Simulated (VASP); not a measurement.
MnSb:

```
Sb Mn
1.0
     4.15000    0.00000    0.00000
    -2.07500    3.59401    0.00000
     0.00000    0.00000    5.78000
Sb Mn
2 2
Direct
  0.66667 0.33333 0.75000
  0.33333 0.66667 0.25000
  0.00000 0.00000 0.50000
  0.00000 0.00000 0.00000
```

```yaml
Program: VASP 6.6.1
Task: relaxation of cell and atoms
Functional: PBE
Dispersion: D4
Potentials_or_basis: VASP PAW PBE potentials, release 64 (Sb, Mn_pv)
Cutoff: 600 eV
k_mesh: 7 × 7 × 5
Occupations: fermi-dirac, width 0.05 eV
Spin: collinear spin, ferromagnetic start
Starting_moments: "[0.0, 0.0, 4.0, 4.0] μB"
```

At the start: pressure -6.2 GPa; volume 21.55 Å³/atom.

**Question.** Where does the relaxation end?

**Answer.** Over 6 steps the energy falls by 52.1 meV/atom and the volume is 19.13 Å³/atom (-11.2 %); space group P6_3/mmc (No. 194, to 0.1 Å) before and after; moment 5.90 μB per cell.

The path:
| step | energy change (eV) | largest force (eV/Å) | pressure (GPa) | volume (Å³) |
| --- | --- | --- | --- | --- |
| 1 | 0.0000 | 0.0000 | -6.17 | 86.21 |
| 2 | -0.2072 | 0.0000 | 0.24 | 76.26 |
| 3 | -0.2073 | 0.0000 | -0.02 | 76.50 |
| 4 | -0.2081 | 0.0000 | 0.02 | 76.51 |
| 5 | -0.2085 | 0.0000 | -0.11 | 76.53 |
| 6 | -0.2085 | 0.0000 | -0.04 | 76.52 |

Final structure:
```
CELL_PARAMETERS angstrom
4.01043 0.00000 0.00000
-2.00521 3.47313 0.00000
0.00000 0.00000 5.49401
ATOMIC_POSITIONS crystal
Sb 0.66667 0.33333 0.75000
Sb 0.33333 0.66667 0.25000
Mn 0.00000 0.00000 0.50000
Mn 0.00000 0.00000 0.00000
```

Caveat: only a ferromagnetic start was run, and an antiferromagnetic order may lie lower in energy.
